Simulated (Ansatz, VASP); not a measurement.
## Lu: VASP beside Ansatz

```xyz
2
Lattice="3.5099 0.0000 0.0000 -1.7549 3.0397 0.0000 0.0000 0.0000 5.4553" Properties=species:S:1:pos:R:3 pbc="T T T"
Lu    0.0000    2.0264    1.3638
Lu    1.7549    1.0132    4.0915
```

Change from the starting cell: zz strain of -2 %.

Alike in both runs: task single point; functional PBEsol; k mesh 13 × 13 × 8; occupations fermi-dirac, width 0.03 eV; no spin polarisation.

```csv
,VASP,Ansatz
version,VASP 6.6.1,Ansatz 0.2.0
potentials or method,"VASP PAW PBE potentials, release 64 (Lu), cutoff 520 eV","all-electron LAPW, scalar-relativistic"
```

```tsv
	VASP	Ansatz	Ansatz less VASP
pressure (GPa)	-2.5	-2.6	-0.10
traceless stress, the component that is largest in VASP (GPa)	-0.08	-0.08	+0.001
```

VASP's potentials were made for PBE, not for PBEsol. Ansatz ran all-electron here, and VASP with PAW potentials.

Spin-orbit coupling is off throughout.
